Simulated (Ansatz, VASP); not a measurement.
# One calculation of Sb3S2, two programs

```
Sb S
1.0
     5.20314    0.00000    0.00000
     0.00000    5.20314    0.00000
     0.00000    0.00000    5.20314
Sb S
3 2
Cartesian
  2.6016 0.0000 0.0000
  0.0000 2.6016 0.0000
  0.0000 0.0000 2.6016
  2.6016 2.6016 2.6016
  0.0000 0.0000 0.0000
```

Alike in both runs: task single point; functional PBE; k mesh 8 × 8 × 8; occupations gaussian, width 0.1 eV; no spin polarisation.

```csv
,VASP,Ansatz
version,VASP 6.6.1,Ansatz 0.2.0
potentials or method,"VASP PAW PBE potentials, release 64 (Sb, S), cutoff 520 eV","scalar-relativistic, plane waves, PAW"
valence electrons in the cell,27,57
```

VASP gave:

| Quantity | Value |
| --- | --- |
| gap on the k mesh at the Fermi level (eV) | none |
| pressure (GPa) | -0.1 |

Problem. Which values does Ansatz return?

Solution. gap on the k mesh at the Fermi level (eV): none; pressure (GPa): 0.0.

A gap of «none» marks a metal or a gap that the smearing closes. VASP's potentials hold 27 valence electrons a cell and Ansatz's 57, so a difference there can come from the potentials and not from the codes.

Neither program's run includes spin-orbit coupling.
